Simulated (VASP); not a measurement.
# SnO2 (Pnnm) in VASP: single point with r2SCAN

Aim: the single point of SnO2 with r2SCAN.

All numbers are computed with VASP 6.6.1; they aren't measurements. Logs are shortened: lines on timing, memory, paths and dates and some standing lists are left out, and cuts for length are marked.

## 1. The cell of the first run

The typed cell holds 6 atoms: a = 4.759 Å, b = 4.760 Å, c = 3.201 Å, α = 90.00°, β = 90.00°, γ = 90.00°.

## 2. Single point, r2SCAN

POSCAR reads:

```
SnO2
1.0
    4.7594439788      0.0000000000      0.0000000000
    0.0000000000      4.7598585916      0.0000000000
    0.0000000000      0.0000000000      3.2007489757
Sn O
2 4
Direct
    0.5000000000      0.5000000000      0.5000000000
    0.0000000000      0.0000000000      0.0000000000
    0.3057860081      0.3060209898      0.0000000000
    0.8057860081      0.1939790102      0.5000000000
    0.1942139919      0.8060209898      0.5000000000
    0.6942139919      0.6939790102      0.0000000000
```

INCAR.step1 reads:

```
SYSTEM = SnO2
PREC     = Accurate       ! precision mode
ENCUT    = 520            ! plane-wave cutoff, eV
ISMEAR   = 0              ! smearing method
SIGMA    = 0.01           ! smearing width, eV
LREAL    = .False.        ! projectors in reciprocal space
LASPH    = .True.         ! aspherical terms in the spheres
NELM     = 80             ! most SCF steps
NBANDS   = 35             ! bands
GGA      = PE             ! functional
ALGO     = Normal         ! electronic algorithm
EDIFF    = 1E-4           ! SCF threshold, eV
LWAVE    = .True.         ! write WAVECAR
LCHARG   = .False.        ! write CHGCAR
```

INCAR.step2 reads:

```
SYSTEM = SnO2
PREC     = Accurate       ! precision mode
ENCUT    = 520            ! plane-wave cutoff, eV
EDIFF    = 1E-7           ! SCF threshold, eV
ISMEAR   = 0              ! smearing method
SIGMA    = 0.01           ! smearing width, eV
LREAL    = .False.        ! projectors in reciprocal space
LASPH    = .True.         ! aspherical terms in the spheres
NELM     = 80             ! most SCF steps
ALGO     = Normal         ! electronic algorithm
ISIF     = 2              ! what is computed and relaxed
LWAVE    = .False.        ! write WAVECAR
LCHARG   = .False.        ! write CHGCAR
METAGGA  = R2SCAN         ! meta-GGA
LMIXTAU  = .True.       
NBANDS   = 35             ! bands
ISTART   = 1
```

KPOINTS reads:

```
Automatic mesh
0
Gamma
  5 5 7
  0 0 0
```

Potentials or basis: VASP PAW PBE potentials, release 64 (Sn_d, O).

Run with:

```bash
$ cat potpaw_PBE.64/Sn_d/POTCAR potpaw_PBE.64/O/POTCAR > POTCAR
$ cp INCAR.step1 INCAR
$ mpirun -np 1 vasp_std > vasp.out
$ cp INCAR.step2 INCAR
$ mpirun -np 1 vasp_std > vasp.out
```

OUTCAR:

```text
SYSTEM = SnO2
   PREC = Accurate
   ENCUT = 520
   EDIFF = 1E-7
   ISMEAR = 0
   LREAL = .False.
   LASPH = .True.
   NELM = 80
   ISIF = 2
   METAGGA = R2SCAN
   ISTART = 1

 ion  position               nearest neighbor table
   1  0.500  0.500  0.500-   4 2.06   5 2.06   3 2.07   6 2.07   3 2.07   6 2.07   2 3.73   2 3.73
                             2 3.73   2 3.73   2 3.73   2 3.73   2 3.73   2 3.73
   2  0.000  0.000  0.000-   3 2.06   6 2.06   5 2.07   4 2.07   4 2.07   5 2.07   1 3.73   1 3.73
                             1 3.73   1 3.73   1 3.73   1 3.73   1 3.73   1 3.73
   3  0.306  0.306  0.000-   2 2.06   1 2.07   1 2.07
   4  0.806  0.194  0.500-   1 2.06   2 2.07   2 2.07
   5  0.194  0.806  0.500-   1 2.06   2 2.07   2 2.07
   6  0.694  0.694  0.000-   2 2.06   1 2.07   1 2.07

  LATTYP: Found a simple orthorhombic cell.
 ALAT       =     3.2007489757
 B/A-ratio  =     1.4869782088
 C/A-ratio  =     1.4871077450

  Lattice vectors:

 A1 = (   0.0000000000,   0.0000000000,   3.2007489757)
 A2 = (   4.7594439788,   0.0000000000,   0.0000000000)
 A3 = (   0.0000000000,   4.7598585916,   0.0000000000)

Analysis of symmetry for initial positions (statically):
=====================================================================
 Subroutine PRICEL returns:
 Original cell was already a primitive cell.

 Routine SETGRP: Setting up the symmetry group for a
 simple orthorhombic supercell.

 Subroutine GETGRP returns: Found  8 space group operations
 (whereof  4 operations were pure point group operations)
 out of a pool of  8 trial point group operations.

The static configuration has the point symmetry C_2h.
 The point group associated with its full space group is D_2h.

Analysis of symmetry for dynamics (positions and initial velocities):
=====================================================================
 Subroutine PRICEL returns:
 Original cell was already a primitive cell.

 Routine SETGRP: Setting up the symmetry group for a
 simple orthorhombic supercell.

 Subroutine GETGRP returns: Found  8 space group operations
 (whereof  4 operations were pure point group operations)
 out of a pool of  8 trial point group operations.

The dynamic configuration has the point symmetry C_2h.
 The point group associated with its full space group is D_2h.

 Subroutine INISYM returns: Found  8 space group operations
 (whereof  4 operations are pure point group operations),
 and found     1 'primitive' translations

----------------------------------------------------------------------------------------

                                     Primitive cell

  volume of cell :      72.5107

  direct lattice vectors                    reciprocal lattice vectors
     4.759443979  0.000000000  0.000000000     0.210108577  0.000000000  0.000000000
     0.000000000  4.759858592  0.000000000     0.000000000  0.210090275  0.000000000
     0.000000000  0.000000000  3.200748976     0.000000000  0.000000000  0.312426875

  length of vectors
     4.759443979  4.759858592  3.200748976     0.210108577  0.210090275  0.312426875

  position of ions in fractional coordinates (direct lattice)
     0.500000000  0.500000000  0.500000000
     0.000000000  0.000000000  0.000000000
     0.305786008  0.306020990  0.000000000
     0.805786008  0.193979010  0.500000000
     0.194213992  0.806020990  0.500000000
     0.694213992  0.693979010  0.000000000

  ion indices of the primitive-cell ions
   primitive index   ion index
                 1           1
                 2           2
                 3           3
                 4           4
                 5           5
                 6           6

----------------------------------------------------------------------------------------

 KPOINTS: Automatic mesh

Automatic generation of k-mesh.
 Grid dimensions read from file:
 generate k-points for:    5    5    7

 Generating k-lattice:

  Cartesian coordinates                     Fractional coordinates (reciprocal lattice)
     0.042021715  0.000000000  0.000000000     0.200000000  0.000000000  0.000000000
     0.000000000  0.042018055  0.000000000     0.000000000  0.200000000  0.000000000
     0.000000000  0.000000000  0.044632411     0.000000000  0.000000000  0.142857143

  Length of vectors
     0.042021715  0.042018055  0.044632411

  Shift w.r.t. Gamma in fractional coordinates (k-lattice)
     0.000000000  0.000000000  0.000000000

 Subroutine IBZKPT returns following result:
 ===========================================

 Found     36 irreducible k-points:

 Following reciprocal coordinates:
            Coordinates               Weight
  0.000000  0.000000  0.000000      1.000000
  0.200000  0.000000  0.000000      2.000000
  0.400000  0.000000  0.000000      2.000000
  0.000000  0.200000  0.000000      2.000000
  0.200000  0.200000  0.000000      4.000000
  0.400000  0.200000  0.000000      4.000000
[... 16 lines left out ...]
  0.200000  0.200000  0.285714      8.000000
  0.400000  0.200000  0.285714      8.000000
 [... further k-points ...]
   k-points           NKPTS =     36   k-points in BZ     NKDIM =     36   number of bands    NBANDS=     35
   number of dos      NEDOS =    301   number of ions     NIONS =      6
   total plane-waves  NPLWV =  31104
   dimension x,y,z NGX =    36 NGY =   36 NGZ =   24
   dimension x,y,z NGXF=    72 NGYF=   72 NGZF=   48
   ions per type =               2   4
   NGX,Y,Z   is equivalent  to a cutoff of  12.57, 12.57, 12.47 a.u.
   NGXF,Y,Z  is equivalent  to a cutoff of  25.15, 25.15, 24.93 a.u.
 SYSTEM =  SnO2
   PREC   = accura    normal or accurate (medium, high low for compatibility)
   ISTART =      1    job   : 0-new  1-cont  2-samecut
   ICHARG =      0    charge: 1-file 2-atom 10-const
   ISPIN  =      1    spin polarized calculation?
   LNONCOLLINEAR =      F non collinear calculations
   LSORBIT =      F    spin-orbit coupling
   LASPH  =      T    aspherical Exc in radial PAW
   ENCUT  =  520.0 eV  38.22 Ry    6.18 a.u.   8.85  8.85  5.95*2*pi/ulx,y,z
   NELM   =     80;   NELMIN=  2; NELMDL=  0     # of ELM steps
   EDIFF  = 0.1E-06   stopping-criterion for ELM
   LREAL  =      F    real-space projection
   EDIFFG = 0.1E-05   stopping-criterion for IOM
   NSW    =      0    number of steps for IOM
   IBRION =     -1    ionic relax: 0-MD 1-quasi-New 2-CG
   NFREE  =      0    steps in history (QN), initial steepest desc. (CG)
   ISIF   =      2    stress and relaxation
   ISYM   =      2    0-nonsym 1-usesym 2-fastsym
   POTIM  = 0.5000    time-step for ionic-motion
   TEBEG  =    0.0;   TEEND  =   0.0 temperature during run
   PSTRESS=    0.0 pullay stress
   NELECT =      52.0000    total number of electrons
   NUPDOWN=      -1.0000    fix difference up-down
   EMIN   =  10.00;   EMAX   =-10.00  energy-range for DOS
   EFERMI =   0.00;   METHOD = LEGACY
   ISMEAR =     0;   SIGMA  =   0.01  broadening in eV -4-tet -1-fermi 0-gaus
   EFERMI_NEDOS =   21; number of points for ismear=-14 and -15
   IALGO  =     38    algorithm
   IMIX   =      4    mixing-type and parameters
     AMIX     =   0.40;   BMIX     =  1.00
     AMIX_MAG =   1.60;   BMIX_MAG =  1.00
  volume/ion in A,a.u.               =      12.09        81.55
  Fermi-wavevector in a.u.,A,eV,Ry     =   1.465352  2.769114 29.215201  2.147257
  Thomas-Fermi vector in A             =   2.581219
   LORBIT       =      0    0 simple, 1 ext, 2 COOP (PROOUT), +10 PAW based schemes
   METAGGA = R2SCAN    functional components
   LHFCALC =     F    Hartree Fock is set to
   AEXX    =    0.0000 exact exchange contribution
   IVDW    =     0    specifies the selected vdW correction
   LEPSILON=     F    determine dielectric tensor
   LRPA    =     F    only Hartree local field effects (RPA)
 non-spin polarized calculation
 Gauss-broadening in eV      SIGMA  =   0.01
  energy-cutoff  :      520.00
  volume of cell :       72.51
 maximum number of plane-waves:      1977
 NGX is ok and might be reduce to    36
   NGX = 17   NGY = 17   NGZ = 11

 number of electron      52.0000002 magnetization

 Free energy of the ion-electron system (eV)
  ---------------------------------------------------
  ext. energy  EPLUGINS =         0.00000000
  ---------------------------------------------------
  free energy    TOTEN  =       -84.62940603 eV

  energy without entropy =      -84.62940603  energy(sigma->0) =      -84.62940603

 E-fermi :   5.7059     XC(G=0): -11.9702

 val. band max:        5.5590286006   @ k =   0.0000   0.0000   0.0000
 cond. band min:       7.3543689143   @ k =   0.0000   0.0000   0.0000
 fundamental gap:      1.7953403137
 Fermi energy:         5.7059347500

 k-point     1 :       0.0000    0.0000    0.0000
  band No.  band energies     occupation
      1     -16.1785      2.00000
      2     -15.2648      2.00000
      3     -14.9647      2.00000
      4     -14.9647      2.00000
      5     -14.9423      2.00000
      6     -14.9040      2.00000
[... 27 lines left out ...]
     34      18.6606      0.00000
     35      19.0002      0.00000

 k-point     2 :       0.2000    0.0000    0.0000
  band No.  band energies     occupation
      1     -16.1107      2.00000
      2     -15.3534      2.00000
      3     -14.9625      2.00000
      4     -14.9623      2.00000
      5     -14.9534      2.00000
      6     -14.9451      2.00000
[... 27 lines left out ...]
     34      18.6118      0.00000
     35      18.9366      0.00000

 k-point     3 :       0.4000    0.0000    0.0000
  band No.  band energies     occupation
      1     -15.9151      2.00000
      2     -15.6257      2.00000
      3     -14.9680      2.00000
      4     -14.9587      2.00000
      5     -14.9586      2.00000
      6     -14.9544      2.00000
[... 27 lines left out ...]
     34      18.6704      0.00000
     35      18.8504      0.00000

 k-point     4 :       0.0000    0.2000    0.0000
  band No.  band energies     occupation
      1     -16.1107      2.00000
      2     -15.3534      2.00000
      3     -14.9624      2.00000
      4     -14.9624      2.00000
      5     -14.9534      2.00000
      6     -14.9451      2.00000
[... 27 lines left out ...]
     34      18.6084      0.00000
     35      18.9358      0.00000

 k-point     5 :       0.2000    0.2000    0.0000
  band No.  band energies     occupation
      1     -16.0660      2.00000
      2     -15.4594      2.00000
      3     -14.9696      2.00000
      4     -14.9654      2.00000
      5     -14.9584      2.00000
      6     -14.9331      2.00000
[... 638 lines left out ...]
 k-point    22 :       0.0000    0.2000    0.2857
  band No.  band energies     occupation
      1     -15.8780      2.00000
      2     -15.7031      2.00000
      3     -15.4784      2.00000
      4     -15.0018      2.00000
      5     -14.8295      2.00000
      6     -14.8173      2.00000
[... 27 lines left out ...]
     34      18.4421      0.00000
     35      18.8054      0.00000

 k-point    23 :       0.2000    0.2000    0.2857
  band No.  band energies     occupation
      1     -15.9025      2.00000
      2     -15.6083      2.00000
      3     -15.5794      2.00000
      4     -15.0031      2.00000
      5     -14.8299      2.00000
      6     -14.8085      2.00000
[... 27 lines left out ...]
     34      18.5365      0.00000
     35      18.8579      0.00000

 k-point    24 :       0.4000    0.2000    0.2857
  band No.  band energies     occupation
      1     -15.8798      2.00000
      2     -15.7699      2.00000
      3     -15.3764      2.00000
      4     -15.1449      2.00000
      5     -14.8182      2.00000
      6     -14.8079      2.00000
[... 27 lines left out ...]
     34      18.7522      0.00000
     35      18.8411      0.00000

 [... further k-points ...]

------------------------ aborting loop because EDIFF is reached ----------------------------------------

  FORCE on cell =-STRESS in cart. coord.  units (eV):
  Direction    XX          YY          ZZ          XY          YZ          ZX
  --------------------------------------------------------------------------------------
  -------------------------------------------------------------------------------------
  Total        0.4300304      0.4313478      0.6561807      0.0000000      0.0000000      0.0000000
  in kB        9.5018434      9.5309525     14.4988037      0.0000000      0.0000000      0.0000000
  external PRESSURE =      11.1771999 kB  Pullay stress =       0.0000000 kB

 VOLUME and BASIS-vectors are now :
 -----------------------------------------------------------------------------
  energy-cutoff  :      520.00
  volume of cell :       72.51
      direct lattice vectors                 reciprocal lattice vectors
     4.759443979  0.000000000  0.000000000     0.210108577  0.000000000  0.000000000
     0.000000000  4.759858592  0.000000000     0.000000000  0.210090275  0.000000000
     0.000000000  0.000000000  3.200748976     0.000000000  0.000000000  0.312426875

 POSITION                                       TOTAL-FORCE (eV/Angst)
 -----------------------------------------------------------------------------------
      2.37972      2.37993      1.60037         0.000000      0.000000      0.000000
      0.00000      0.00000      0.00000         0.000000      0.000000      0.000000
      1.45537      1.45662      0.00000        -0.018669     -0.019392      0.000000
      3.83509      0.92331      1.60037        -0.018669      0.019392      0.000000
      0.92435      3.83655      1.60037         0.018669     -0.019392     -0.000000
      3.30407      3.30324      0.00000         0.018669      0.019392     -0.000000
 -----------------------------------------------------------------------------------
    total drift:                                0.000000      0.000000      0.000000

  FREE ENERGIE OF THE ION-ELECTRON SYSTEM (eV)
  ---------------------------------------------------
  free  energy   TOTEN  =       -84.6294060327 eV

  energy  without entropy=      -84.6294060327  energy(sigma->0) =      -84.62940603
```

Wall time 4.7 min (1 thread of Intel Xeon Platinum 8259CL at 2.50GHz (Skylake/Cascade Lake), shared host); peak memory 0.22 GiB.

What came out:

```yaml
Free_energy: -84.6294 eV
Pressure: 1.1 GPa
Largest_force: 0.027 eV/Å
Band_gap_on_the_k_mesh: 1.80 eV
```

Forces on the atoms (eV/Å):
```
Sn   0.000  0.000  0.000
Sn   0.000  0.000  0.000
O   -0.019 -0.019  0.000
O   -0.019  0.019  0.000
O    0.019 -0.019  0.000
O    0.019  0.019  0.000
```

Stress tensor (GPa, compression positive):
```
0.95 0.00 0.00
0.00 0.95 0.00
0.00 0.00 1.45
```

Caveat: the PAW data sets were made with another functional, which shifts forces and pressure a little; spin-orbit coupling is left out, which moves the levels of the heavy elements.
